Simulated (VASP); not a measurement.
# Ni (Pm-3m) in VASP: notebook, part 2 of 2

VASP 6.6.1. Earlier steps stand in the parts before.

## 4. Single point, PBEsol

This run uses another cell than the first one, of 11.96 Å³/atom, 1.136 times its volume.

The input, INCAR:

```
ALGO = Normal
EDIFF = 1E-6
ENCUT = 520
GGA = PS
ISIF = 2
ISMEAR = -1
LASPH = True
LCHARG = False
LREAL = False
LWAVE = False
NBANDS = 11
NELM = 80
PREC = Accurate
SIGMA = 0.1
```

The input, KPOINTS:

```
k-points
0
Gamma
  15 15 15
```

The input, POSCAR:

```
Ni
1.0
    2.2868679032      0.0000000000      0.0000000000
    0.0000000000      2.2868679032      0.0000000000
    0.0000000000      0.0000000000      2.2868679032
Ni
1
Direct
    0.0000000000      0.0000000000      0.0000000000
```

The run is started by

```console
$ cat potpaw_PBE.64/Ni/POTCAR > POTCAR
$ mpirun -np 1 vasp_std > vasp.out
```

Run time: 7.7 s. Hardware: 1 thread of Intel Xeon 6975P-C, shared host; peak memory 0.13 GiB.

Results (log left out):

```
Free energy            : -5.4012 eV
Pressure               : -0.1 GPa
Band gap on the k mesh : zero (band 5 reaches 8.67 eV, above the bottom of band 6 at 7.43 eV)
```

Levels at points of the mesh, in eV from the Fermi level:
```tsv
k point	band 3	band 4	band 5	band 6	band 7	band 8
(0.00, 0.00, 0.00)	-3.55	0.07	0.07	0.07	20.11	20.11
```

Caveat: the PAW data sets were made with another functional, which shifts forces and pressure a little; the run has no spin polarisation, though such a crystal can be magnetic. Spin polarisation is off, so any magnetic state and its effect on volume and gap are missing.

## 5. Relaxation of cell and atoms, PBEsol

This run uses another cell than the first one, of 11.81 Å³/atom, 1.123 times its volume.

The input, INCAR:

```
PREC     = Accurate       # precision mode
ENCUT    = 600            # plane-wave cutoff, eV
EDIFF    = 1E-7           # SCF threshold, eV
ISMEAR   = -1             # smearing method
SIGMA    = 0.1            # smearing width, eV
LREAL    = False          # projectors in reciprocal space
LASPH    = True           # aspherical terms in the spheres
NELM     = 80             # most SCF steps
ALGO     = Normal         # electronic algorithm
ISIF     = 3              # what is computed and relaxed
LWAVE    = False          # write WAVECAR
LCHARG   = False          # write CHGCAR
GGA      = PS             # functional
IBRION   = 2              # ionic algorithm
NSW      = 80             # ionic steps
EDIFFG   = -0.01          # ionic threshold
```

The input, KPOINTS:

```
regular mesh
0
Gamma
  14 14 14
```

The input, POSCAR:

```
Ni
1.0
    2.2775907947      0.0000000000      0.0000000000
    0.0000000000      2.2775907947      0.0000000000
    0.0000000000      0.0000000000      2.2775907947
Ni
1
Direct
    0.0000000000      0.0000000000      0.0000000000
```

Potentials or basis: VASP PAW PBE potentials, release 64 (Ni).

The run is started by

```console
$ cat potpaw_PBE.64/Ni/POTCAR > POTCAR
$ mpirun -np 1 vasp_std > vasp.out
```

OUTCAR:

```text
PREC = Accurate
   ENCUT = 600
   EDIFF = 1E-7
   ISMEAR = -1
   LREAL = False
   LASPH = True
   NELM = 80
   ISIF = 3
   GGA = PS
   IBRION = 2
   NSW = 80
   EDIFFG = -0.01

 ion  position               nearest neighbor table
   1  0.000  0.000  0.000-

  LATTYP: Found a simple cubic cell.
 ALAT       =     2.2775907947

  Lattice vectors:

 A1 = (   2.2775907947,   0.0000000000,   0.0000000000)
 A2 = (   0.0000000000,   2.2775907947,   0.0000000000)
 A3 = (   0.0000000000,   0.0000000000,   2.2775907947)

Analysis of symmetry for initial positions (statically):
=====================================================================
 Subroutine PRICEL returns:
 Original cell was already a primitive cell.

 Routine SETGRP: Setting up the symmetry group for a
 simple cubic supercell.

 Subroutine GETGRP returns: Found 48 space group operations
 (whereof 48 operations were pure point group operations)
 out of a pool of 48 trial point group operations.

The static configuration has the point symmetry O_h .

Analysis of symmetry for dynamics (positions and initial velocities):
=====================================================================
 Subroutine PRICEL returns:
 Original cell was already a primitive cell.

 Routine SETGRP: Setting up the symmetry group for a
[... 164 lines left out ...]
  external PRESSURE =      19.5305642 kB  Pullay stress =       0.0000000 kB
[... 57 lines left out ...]
--------------------------------------- Ionic step        3  -------------------------------------------

 number of electron      10.0000000 magnetization

 Free energy of the ion-electron system (eV)
  ---------------------------------------------------
  ext. energy  EPLUGINS =         0.00000000
  ---------------------------------------------------
  free energy    TOTEN  =        -5.39863451 eV

  energy without entropy =       -5.32284203  energy(sigma->0) =       -5.36073827

 E-fermi :   7.8893     XC(G=0): -12.7933

 val. band max:        7.8864170025   @ k =   0.5000   0.3571   0.1429
 cond. band min:       7.8898968507   @ k =   0.0714   0.0714   0.0000
 fundamental gap:      0.0034798482
 Fermi energy:         7.8893102471

 k-point     1 :       0.0000    0.0000    0.0000
  band No.  band energies     occupation
      1      -0.4047      2.00000
      2       4.3337      2.00000
      3       4.3338      2.00000
      4       7.9572      0.67319
      5       7.9572      0.67318
      6       7.9572      0.67318
      7      27.9996      0.00000
      8      27.9996      0.00000
      9      27.9996      0.00000
[... 265 lines left out ...]
 k-point    24 :       0.3571    0.2143    0.0000
  band No.  band energies     occupation
      1       3.7108      2.00000
      2       4.9978      2.00000
      3       5.8733      2.00000
      4       7.0936      1.99930
      5       7.6205      1.87269
      6       7.6620      1.81321
      7      15.5557      0.00000
      8      23.8551      0.00000
      9      31.4615      0.00000

 [... further k-points ...]

------------------------ aborting loop because EDIFF is reached ----------------------------------------

  FORCE on cell =-STRESS in cart. coord.  units (eV):
  Direction    XX          YY          ZZ          XY          YZ          ZX
  --------------------------------------------------------------------------------------
  -------------------------------------------------------------------------------------
  Total       -0.0001012     -0.0001012     -0.0001012     -0.0000000     -0.0000000      0.0000000
  in kB       -0.0135659     -0.0135659     -0.0135659     -0.0000000     -0.0000000      0.0000000
  external PRESSURE =      -0.0135659 kB  Pullay stress =       0.0000000 kB
[... 16 lines left out ...]
  FREE ENERGIE OF THE ION-ELECTRON SYSTEM (eV)
  ---------------------------------------------------
  free  energy   TOTEN  =        -5.3986345143 eV

  energy  without entropy=       -5.3228420283  energy(sigma->0) =       -5.36073827

 reached required accuracy - stopping structural energy minimisation
```

Run time: 18 s. Hardware: 1 thread of Intel Xeon 6975P-C, shared host; peak memory 0.13 GiB.

What came out:

| Item | Value |
| --- | --- |
| Free energy | -5.3986 eV |
| Relaxed volume | 11.95 Å³/atom |
| Relaxed cell | a = 2.286 Å, b = 2.286 Å, c = 2.286 Å, α = 90.00°, β = 90.00°, γ = 90.00° |
| Space group after relaxing (to 0.05 Å) | Pm-3m (No. 221) |
| Energy gained by relaxing | 0.8 meV/atom |
| Ionic steps | 3 |
| Pressure after relaxing | 0.0 GPa |
| Band gap on the k mesh | zero (band 5 reaches 8.76 eV, above the bottom of band 6 at 7.40 eV) |

The path:
| step | energy change (eV) | largest force (eV/Å) | pressure (GPa) | volume (Å³) |
| --- | --- | --- | --- | --- |
| 1 | 0.0000 | 0.0000 | 1.95 | 11.81 |
| 2 | -0.0003 | 0.0000 | -1.55 | 12.06 |
| 3 | -0.0008 | 0.0000 | 0.00 | 11.95 |

Final structure:
```cif
data_structure
_symmetry_space_group_name_H-M 'P 1'
_symmetry_Int_Tables_number 1
_cell_length_a 2.2862
_cell_length_b 2.2862
_cell_length_c 2.2862
_cell_angle_alpha 90.000
_cell_angle_beta 90.000
_cell_angle_gamma 90.000
_cell_volume 11.95
loop_
_atom_site_label
_atom_site_type_symbol
_atom_site_fract_x
_atom_site_fract_y
_atom_site_fract_z
_atom_site_occupancy
Ni1 Ni 0.00000 0.00000 0.00000 1
```

Caveat: the PAW data sets were made with another functional, which shifts forces and pressure a little; the run has no spin polarisation, though such a crystal can be magnetic. Spin polarisation is off, so any magnetic state and its effect on volume and gap are missing.

## 6. Single point, PBEsol, collinear spin, ferromagnetic start (volume scaled by 0.92)

The input, INCAR:

```
SYSTEM = Ni
  ALGO = Normal
  EDIFF = 1E-7
  ENCUT = 520
  GGA = PS
  ISIF = 2
  ISMEAR = -1
  ISPIN = 2
  LASPH = .TRUE.
  LCHARG = .FALSE.
  LMAXMIX = 4
  LORBIT = 11
  LREAL = .FALSE.
  LWAVE = .FALSE.
  MAGMOM = 0.529
  NBANDS = 15
  NELM = 150
  PREC = Accurate
  SIGMA = 0.05
```

The input, KPOINTS:

```
k-points
0
G
  15 15 15
  0 0 0
```

The input, POSCAR:

```
Ni
1.0
    2.2256174473      0.0000000000      0.0000000000
    0.0000000000      2.2256174473      0.0000000000
    0.0000000000      0.0000000000      2.2256174473
Ni
1
Direct
    0.0000000000      0.0000000000      0.0000000000
```

Potentials or basis: VASP PAW PBE potentials, release 64 (Ni).

The run is started by

```console
$ cat potpaw_PBE.64/Ni/POTCAR > POTCAR
$ mpirun -np 1 vasp_std > vasp.out
```

It took 16 s on 1 thread of AMD EPYC 9R45 (Zen 5), shared host; peak memory 0.11 GiB.

The run converged. Its results:

```yaml
Free_energy: -5.3383 eV
Pressure: 16.7 GPa
Net_moment: 0.39 μB per cell
Site_moments: Ni +0.39 μB
Valence_electrons_inside_the_program's_atomic_spheres: Ni 9.48
```

Levels at points of the mesh, in eV from the Fermi level:
Spin up:
```tsv
k point	band 1	band 2	band 3	band 4	band 5	band 6	band 7	band 8	band 9	band 10
(0.00, 0.00, 0.00)	-8.90	-4.15	-4.15	-0.21	-0.21	-0.21	21.04	21.04	21.04	25.20
```
Spin down:
```tsv
k point	band 2	band 3	band 4	band 5	band 6	band 7	band 8	band 9
(0.00, 0.00, 0.00)	-3.88	-3.88	0.30	0.30	0.30	21.11	21.11	21.11
```

Caveat: the cell differs from its parent crystal (volume scaled by 0.92); the PAW data sets were made with another functional, which shifts forces and pressure a little.

## 7. Summary

```tsv
task	spin	cell	k mesh	cutoff (eV)	smearing	gap on the mesh (eV)	pressure (GPa)
single point	off	a = 2.191 Å, 1 atom	15 × 15 × 15	520	fermi-dirac 0.1 eV	none	28.9
single point	off	a = 2.287 Å, 1 atom	14 × 14 × 14	520	fermi-dirac 0.1 eV	none	0.0
single point	off	a = 2.287 Å, 1 atom	15 × 15 × 15	520	fermi-dirac 0.1 eV	none	-0.1
relaxation of cell and atoms	off	relaxed from a = 2.278 Å, 1 atom	14 × 14 × 14	600	fermi-dirac 0.1 eV	none	0.0
single point	collinear, ferromagnetic start	a = 2.226 Å, 1 atom	15 × 15 × 15	520	fermi-dirac 0.05 eV	none	16.7
```

Alike in all rows: level PBEsol; potentials or basis VASP PAW PBE potentials, release 64 (Ni).

Caveats: the PAW data sets were made with another functional, which shifts forces and pressure a little.

Total energies depend on the potentials used, so only differences within one code and one set of settings carry meaning.
